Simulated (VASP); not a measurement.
Here is a VASP 6.6.1 calculation.

The input POSCAR:

```
HCN
1.0
   -2.3160580000      2.3160580000      2.1599010000
    2.3160580000     -2.3160580000      2.1599010000
    2.3160580000      2.3160580000     -2.1599010000
N C H
1 1 1
Direct
    0.2719290000      0.2719290000      0.0000000000
    0.0036740000      0.0036740000      0.0000000000
    0.7520970000      0.7520970000      0.0000000000
```

File INCAR.step1:

```
SYSTEM = HCN
PREC = Accurate ; ENCUT = 520
EDIFF = 1E-5 ; ISMEAR = -1
SIGMA = 0.05 ; LREAL = .False.
LASPH = .True. ; NELM = 80
ALGO = Normal ; ISIF = 2
LWAVE = .True. ; LCHARG = .False.
NBANDS = 12 ; GGA = PE
```

INCAR.step2

```
SYSTEM = HCN
PREC = Accurate ; ENCUT = 520
EDIFF = 1E-7 ; ISMEAR = -1
SIGMA = 0.05 ; LREAL = .False.
LASPH = .True. ; NELM = 80
ALGO = Normal ; ISIF = 2
LWAVE = .False. ; LCHARG = .False.
GGA = PE ; LHFCALC = .True.
AEXX = 0.05 ; HFSCREEN = 0.2
PRECFOCK = Normal ; NBANDS = 12
ISTART = 1
```

File KPOINTS:

```
regular mesh
0
Gamma
  4 4 4
  0 0 0
```

Potentials or basis: VASP PAW PBE potentials, release 64 (N, C, H).

Command:

```sh
$ cat potpaw_PBE.64/N/POTCAR potpaw_PBE.64/C/POTCAR potpaw_PBE.64/H/POTCAR > POTCAR
$ cp INCAR.step1 INCAR
$ mpirun -np 1 vasp_std > vasp.out
$ cp INCAR.step2 INCAR
$ mpirun -np 1 vasp_std > vasp.out
```

Q: Predict the largest force.

A: 0.192 eV/Å.

Q: Predict the pressure.

A: 0.0 GPa.

Stress tensor (GPa, compression positive):
```
 0.24  0.00  0.00
 0.00  0.24  0.00
 0.00  0.00 -0.58
```

Caveat: the k points lie up to 0.50 Å⁻¹ apart; the PAW data sets were made with another functional, which shifts forces and pressure a little.
